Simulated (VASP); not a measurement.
# Al3Ru (P6/mmm) in VASP: a series of runs

The runs below take Al3Ru through relaxation of cell and atoms, single point, with PBE.

All numbers are computed with VASP 6.6.1; they aren't measurements. Logs are shortened: lines on timing, memory, paths and dates and some standing lists are left out, and cuts for length are marked.

### 1 The cell of the first run

Symmetry: P6/mmm, No. 191, hexagonal system. The conventional cell has a = 3.482 Å, b = 3.482 Å, c = 6.341 Å, α = 90.00°, β = 90.00°, γ = 120.00°. Within 2.0 Å of Al (site symmetry 6mm) lie 1 Al at 1.53 Å and 1 Ru at 1.64 Å. Al (site symmetry 6/mmm) has 2 Al at 1.53 Å within 2.0 Å. Within 2.2 Å of Ru (site symmetry 6/mmm) lie 2 Al at 1.64 Å.

The cell was built from a structure type or drawn by symmetry, and may not be a known phase.

### 2 Relaxation of cell and atoms, PBE

Contents of INCAR:

```
SYSTEM = Al3Ru
  ALGO = Fast
  EDIFF = 1E-6
  EDIFFG = -0.04
  ENCUT = 600
  GGA = PE
  IBRION = 2
  ISIF = 3
  ISMEAR = 0
  LASPH = .True.
  LCHARG = .False.
  LREAL = .False.
  LWAVE = .False.
  NELM = 60
  NSW = 90
  PREC = Accurate
  SIGMA = 0.1
```

Contents of KPOINTS:

```
k-points
0
Gamma
  6 6 4
  0 0 0
```

Contents of POSCAR:

```
Al3Ru
1.0
    3.4820620100      0.0000000000      0.0000000000
   -1.7410310000      3.0155541600      0.0000000000
    0.0000000000      0.0000000000      6.3409613500
Al Ru
3 1
Direct
    0.0000000000      0.0000000000      0.2579953400
    0.0000000000      0.0000000000      0.7420046600
    0.0000000000      0.0000000000      0.5000000000
    0.0000000000      0.0000000000      0.0000000000
```

Potentials or basis: VASP PAW PBE potentials, release 64 (Al, Ru_pv).

Launch:

```console
cat potpaw_PBE.64/Al/POTCAR potpaw_PBE.64/Ru_pv/POTCAR > POTCAR
mpirun -np 1 vasp_std > vasp.out
```

OUTCAR:

```text
SYSTEM = Al3Ru
   EDIFF = 1E-6
   EDIFFG = -0.04
   ENCUT = 600
   GGA = PE
   IBRION = 2
   ISIF = 3
   ISMEAR = 0
   LASPH = .True.
   LREAL = .False.
   NELM = 60
   NSW = 90
   PREC = Accurate

 ion  position               nearest neighbor table
   1  0.000  0.000  0.258-   3 1.53   4 1.64   2 3.07   2 3.27
   2  0.000  0.000  0.742-   3 1.53   4 1.64   1 3.07   1 3.27
   3  0.000  0.000  0.500-   1 1.53   2 1.53   4 3.17   4 3.17
   4  0.000  0.000  0.000-   1 1.64   2 1.64   3 3.17   3 3.17

 -----------------------------------------------------------------------------
|                                                                             |
|           W    W    AA    RRRRR   N    N  II  N    N   GGGG   !!!           |
|           W    W   A  A   R    R  NN   N  II  NN   N  G    G  !!!           |
|           W    W  A    A  R    R  N N  N  II  N N  N  G       !!!           |
|           W WW W  AAAAAA  RRRRR   N  N N  II  N  N N  G  GGG   !            |
|           WW  WW  A    A  R   R   N   NN  II  N   NN  G    G                |
|           W    W  A    A  R    R  N    N  II  N    N   GGGG   !!!           |
|                                                                             |
|     The distance between some ions is very small. Please check the          |
|     nearest-neighbor list in the OUTCAR file.                               |
|     I HOPE YOU KNOW WHAT YOU ARE DOING!                                     |
|                                                                             |
 -----------------------------------------------------------------------------

  LATTYP: Found a hexagonal cell.
 ALAT       =     3.4820620100
 C/A-ratio  =     1.8210363089

  Lattice vectors:

 A1 = (   3.4820620100,   0.0000000000,   0.0000000000)
 A2 = (  -1.7410310000,   3.0155541600,   0.0000000000)
 A3 = (   0.0000000000,   0.0000000000,   6.3409613500)

Analysis of symmetry for initial positions (statically):
=====================================================================
 Subroutine PRICEL returns:
 Original cell was already a primitive cell.

 Routine SETGRP: Setting up the symmetry group for a
 hexagonal supercell.

 Subroutine GETGRP returns: Found 24 space group operations
 (whereof 24 operations were pure point group operations)
 out of a pool of 24 trial point group operations.

The static configuration has the point symmetry D_6h.

Analysis of symmetry for dynamics (positions and initial velocities):
=====================================================================
 Subroutine PRICEL returns:
 Original cell was already a primitive cell.

 Routine SETGRP: Setting up the symmetry group for a
 hexagonal supercell.

 Subroutine GETGRP returns: Found 24 space group operations
 (whereof 24 operations were pure point group operations)
 out of a pool of 24 trial point group operations.

The dynamic configuration has the point symmetry D_6h.

 Subroutine INISYM returns: Found 24 space group operations
 (whereof 24 operations are pure point group operations),
 and found     1 'primitive' translations

----------------------------------------------------------------------------------------

                                     Primitive cell

  volume of cell :      66.5823

  direct lattice vectors                    reciprocal lattice vectors
     3.482062010  0.000000000  0.000000000     0.287186155  0.165807003  0.000000000
    -1.741031000  3.015554160  0.000000000     0.000000000  0.331614008  0.000000000
     0.000000000  0.000000000  6.340961350     0.000000000  0.000000000  0.157704793

  length of vectors
     3.482062010  3.482062009  6.340961350     0.331614007  0.331614008  0.157704793

  position of ions in fractional coordinates (direct lattice)
     0.000000000  0.000000000  0.257995340
     0.000000000  0.000000000  0.742004660
     0.000000000  0.000000000  0.500000000
     0.000000000  0.000000000  0.000000000

  ion indices of the primitive-cell ions
   primitive index   ion index
                 1           1
[... 66 lines left out ...]
   LNONCOLLINEAR =      F non collinear calculations
   LSORBIT =      F    spin-orbit coupling
   LASPH  =      T    aspherical Exc in radial PAW
   ENCUT  =  600.0 eV  44.10 Ry    6.64 a.u.   6.95  6.95 12.66*2*pi/ulx,y,z
   NELM   =     60;   NELMIN=  2; NELMDL= -5     # of ELM steps
   EDIFF  = 0.1E-05   stopping-criterion for ELM
   LREAL  =      F    real-space projection
   EDIFFG = -.4E-01   stopping-criterion for IOM
   NSW    =     90    number of steps for IOM
   IBRION =      2    ionic relax: 0-MD 1-quasi-New 2-CG
   NFREE  =      1    steps in history (QN), initial steepest desc. (CG)
   ISIF   =      3    stress and relaxation
   ISYM   =      2    0-nonsym 1-usesym 2-fastsym
   POTIM  = 0.5000    time-step for ionic-motion
   TEBEG  =    0.0;   TEEND  =   0.0 temperature during run
   PSTRESS=    0.0 pullay stress
   NELECT =      23.0000    total number of electrons
   NUPDOWN=      -1.0000    fix difference up-down
   EMIN   =  10.00;   EMAX   =-10.00  energy-range for DOS
   EFERMI =   0.00;   METHOD = LEGACY
   ISMEAR =     0;   SIGMA  =   0.10  broadening in eV -4-tet -1-fermi 0-gaus
   EFERMI_NEDOS =   21; number of points for ismear=-14 and -15
   IALGO  =     68    algorithm
   IMIX   =      4    mixing-type and parameters
     AMIX     =   0.40;   BMIX     =  1.00
     AMIX_MAG =   1.60;   BMIX_MAG =  1.00
  volume/ion in A,a.u.               =      16.65       112.33
  Fermi-wavevector in a.u.,A,eV,Ry     =   1.148677  2.170684 17.952322  1.319458
  Thomas-Fermi vector in A             =   2.285351
   LORBIT       =      0    0 simple, 1 ext, 2 COOP (PROOUT), +10 PAW based schemes
   GGA     = PE    functional components
   LHFCALC =     F    Hartree Fock is set to
   AEXX    =    0.0000 exact exchange contribution
   IVDW    =     0    specifies the selected vdW correction
   LEPSILON=     F    determine dielectric tensor
   LRPA    =     F    only Hartree local field effects (RPA)
 conjugate gradient relaxation of ions
 non-spin polarized calculation
 RMM-DIIS sequential band-by-band and
 Gauss-broadening in eV      SIGMA  =   0.10
  energy-cutoff  :      600.00
  volume of cell :       66.58
 maximum number of plane-waves:      2244
 NGX is ok and might be reduce to    28
   NGX = 13   NGY = 13   NGZ = 25

--------------------------------------- Ionic step        1  -------------------------------------------

 number of electron      22.9999998 magnetization

 Free energy of the ion-electron system (eV)
  ---------------------------------------------------
  ext. energy  EPLUGINS =         0.00000000
  ---------------------------------------------------
  free energy    TOTEN  =        17.14637079 eV

  energy without entropy =       17.15952682  energy(sigma->0) =       17.15294880

------------------------ aborting loop because EDIFF is reached ----------------------------------------

  FORCE on cell =-STRESS in cart. coord.  units (eV):
  Direction    XX          YY          ZZ          XY          YZ          ZX
  --------------------------------------------------------------------------------------
  -------------------------------------------------------------------------------------
  Total       -7.2147906     -7.2147906    192.0332856     -0.0000000     -0.0000000      0.0000000
  in kB     -173.6103336   -173.6103338   4620.9189926     -0.0000003     -0.0000000      0.0000000
  external PRESSURE =    1424.5661084 kB  Pullay stress =       0.0000000 kB
[... 25 lines left out ...]
--------------------------------------- Ionic step        2  -------------------------------------------

 number of electron      23.0000015 magnetization

------------------------ aborting loop EDIFF was not reached (unconverged)  ----------------------------

  FORCE on cell =-STRESS in cart. coord.  units (eV):
  Direction    XX          YY          ZZ          XY          YZ          ZX
  --------------------------------------------------------------------------------------
  -------------------------------------------------------------------------------------
  Total     1327.6999263   1327.6999276   -998.0451781      0.0000018      0.0000000      0.0000000
  in kB    11558.5597897  11558.5598008  -8688.6838171      0.0000155      0.0000000      0.0000000
  external PRESSURE =    4809.4785912 kB  Pullay stress =       0.0000000 kB
[... 399 lines left out ...]
      2      -8.8095      2.00000
      3      -8.8086      2.00000
      4       2.4599      2.00000
      5       6.6160      2.00000
      6       6.6189      2.00000
      7      17.9253      2.00000
      8      26.4528      2.00000
      9      31.7277      2.00000
     10      54.9131      2.00000
     11      64.1499      0.00000
     12      63.7674      0.00000
     13      64.2326      0.00000
     14     148.6335      0.00000
     15     149.0483      0.00000

------------------------ aborting loop EDIFF was not reached (unconverged)  ----------------------------

  FORCE on cell =-STRESS in cart. coord.  units (eV):
  Direction    XX          YY          ZZ          XY          YZ          ZX
  --------------------------------------------------------------------------------------
  -------------------------------------------------------------------------------------
  Total      149.4713983    149.4713985    708.5052041      0.0000002      0.0000000      0.0000000
  in kB     3082.7253547   3082.7253583  14612.3404297      0.0000050      0.0000000      0.0000000
  external PRESSURE =    6925.9303809 kB  Pullay stress =       0.0000000 kB
[... 1935 lines left out ...]
      2     -32.4812      2.00000
      3     -31.7952      2.00000
      4       6.6347      2.00000
      5       6.6347      2.00000
      6       7.7134      2.00000
      7       7.7134      2.00000
      8       8.3047      2.00000
      9       9.2033      2.00000
     10       9.2033      2.00000
     11       9.9853      2.00000
     12       9.9853      2.00000
     13      11.2085      0.00000
     14      12.8688      0.00000
     15      14.6899      0.00000

[... ionic steps 4 to 42 ...]

--------------------------------------- Ionic step       43  -------------------------------------------

 number of electron      23.0000010 magnetization

------------------------ aborting loop because EDIFF is reached ----------------------------------------
[... 71 lines left out ...]
--------------------------------------- Ionic step       45  -------------------------------------------

 number of electron      23.0000015 magnetization

 Free energy of the ion-electron system (eV)
  ---------------------------------------------------
  ext. energy  EPLUGINS =         0.00000000
  ---------------------------------------------------
  free energy    TOTEN  =       -18.96339355 eV

  energy without entropy =      -18.94365459  energy(sigma->0) =      -18.95352407

 E-fermi :   7.7268     XC(G=0): -10.6989

 val. band max:        7.7120642740   @ k =   0.3333  -0.0000   0.5000
 cond. band min:       7.7526048752   @ k =   0.3333  -0.0000   0.0000
 fundamental gap:      0.0405406012
 Fermi energy:         7.7267671221
[... 407 lines left out ...]
  FREE ENERGIE OF THE ION-ELECTRON SYSTEM (eV)
  ---------------------------------------------------
  free  energy   TOTEN  =       -18.9633935529 eV

  energy  without entropy=      -18.9436545938  energy(sigma->0) =      -18.95352407

 reached required accuracy - stopping structural energy minimisation
```

Wall time 20 min (1 thread of Intel Xeon 6975P-C (Granite Rapids), shared host); peak memory 0.23 GiB.

What came out:

```yaml
Free_energy: -18.9634 eV
Relaxed_volume: 16.99 Å³/atom
Relaxed_cell: a = 2.742 Å, b = 2.742 Å, c = 10.439 Å, α = 90.00°, β = 90.00°, γ = 120.00°
Space_group_after_relaxing_to_0.1_Å: P6/mmm (No. 191)
Pressure_after_relaxing: 0.0 GPa
Band_gap_on_the_k_mesh: zero (an odd number of electrons rules out a gap without spin polarisation)
```

Final structure:
```xyz
4
Lattice="2.7415 0.0000 0.0000 -1.3708 2.3742 0.0000 0.0000 0.0000 10.4391" Properties=species:S:1:pos:R:3 pbc="T T T"
Al    0.0000    0.0000    2.4898
Al    0.0000    0.0000    7.9493
Al    0.0000    0.0000    5.2195
Ru    0.0000    0.0000    0.0000
```

Caveat: a cell axis changed by over 15 % at a fixed basis, so the end point is rough.

(Continued in part 2 of 2.)
